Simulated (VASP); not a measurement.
A run of VASP 6.6.1 is set up as follows.

The input POSCAR:

```
HgTe
1.0
    0.0000000000      3.2145000000      3.2145000000
    3.2145000000      0.0000000000      3.2145000000
    3.2145000000      3.2145000000      0.0000000000
Hg Te
1 1
Direct
    0.0000000000      0.0000000000      0.0000000000
    0.7500000000      0.7500000000      0.7500000000
```

The input INCAR.step1:

```
SYSTEM = HgTe
ALGO = Normal ; EDIFF = 1E-5
ENCUT = 520 ; GGA = PE
ISIF = 2 ; ISMEAR = -1
LASPH = .True. ; LCHARG = .False.
LREAL = .False. ; LWAVE = .True.
NBANDS = 16 ; NELM = 60
PREC = Accurate ; SIGMA = 0.05
```

File INCAR.step2:

```
SYSTEM = HgTe
AEXX = 0.25 ; ALGO = Normal
EDIFF = 1E-7 ; ENCUT = 520
ISIF = 2 ; ISMEAR = -1
ISTART = 1 ; LASPH = .True.
LCHARG = .False. ; LHFCALC = .True.
LMIXTAU = .True. ; LREAL = .False.
LWAVE = .False. ; METAGGA = R2SCAN
NBANDS = 16 ; NELM = 60
PREC = Accurate ; PRECFOCK = Normal
SIGMA = 0.05
```

File KPOINTS:

```
k-points
0
Gamma
  4 4 4
  0 0 0
```

Potentials or basis: VASP PAW PBE potentials, release 64 (Hg, Te).

The run is started by

```bash
$ cat potpaw_PBE.64/Hg/POTCAR potpaw_PBE.64/Te/POTCAR > POTCAR
$ cp INCAR.step1 INCAR
$ mpirun -np 1 vasp_std > vasp.out
$ cp INCAR.step2 INCAR
$ mpirun -np 1 vasp_std > vasp.out
```

Q: Estimate the band gap on the k mesh.

A: 0.87 eV.

Q: Estimate the pressure.

A: 2.2 GPa.

Caveat: the k points lie up to 0.42 Å⁻¹ apart; the PAW data sets were made with another functional, which shifts forces and pressure a little; spin-orbit coupling is left out, which moves the levels of the heavy elements.
